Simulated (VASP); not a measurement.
ZrS: single point with PBEsol

The system is ZrS.

```
CELL_PARAMETERS angstrom
0.00000 2.36677 3.07680
2.36677 0.00000 3.07680
2.36677 2.36677 0.00000
ATOMIC_POSITIONS crystal
Zr 0.00000 0.00000 0.00000
S 0.50000 0.50000 0.50000
```

This cell differs from its parent crystal: ratio of the length along z to the lengths across it x 1.3, volume and fractional coordinates fixed.

```json
{
  "Program": "VASP 6.6.1",
  "Task": "single point",
  "Functional": "PBEsol",
  "Potentials or basis": "VASP PAW PBE potentials, release 64 (Zr_sv, S)",
  "Cutoff": "520 eV",
  "k mesh": "22 × 22 × 22",
  "Occupations": "gaussian, width 0.15 eV",
  "Spin": "no spin polarisation",
  "Dipole correction": "no",
  "Further INCAR settings": "ALGO = Normal; EDIFF = 1e-06; NBANDS = 16"
}
```

The pressure is 23.1 GPa and the band gap on the k mesh is zero (band 9 reaches 12.61 eV, above the bottom of band 10 at 8.61 eV).

Stress tensor (GPa, compression positive):
```
 42.22   0.00   0.00
  0.00  42.22   0.00
  0.00   0.00 -15.19
```

Levels at points of the mesh, in eV from the Fermi level:
| k point | band 7 | band 8 | band 9 | band 10 | band 11 | band 12 |
| --- | --- | --- | --- | --- | --- | --- |
| (0.00, 0.00, 0.00) | -3.13 | -3.02 | -3.02 | -2.34 | -0.28 | -0.20 |
| (0.50, 0.00, 0.00) | -6.46 | -6.29 | 1.66 | 1.81 | 2.19 | 2.83 |
| (0.50, 0.50, 0.00) | -3.94 | -3.44 | -3.44 | 0.05 | 2.30 | 2.30 |
| (0.50, 0.00, 0.50) | -4.43 | -4.39 | -3.29 | 0.71 | 0.78 | 3.74 |

Run time: 13 min on 1 thread of AMD EPYC 7R43 64-Core Processor (Zen 3), on a shared host, peak memory 0.49 GiB.

Caveat: the PAW data sets were made with another functional, which shifts forces and pressure a little.
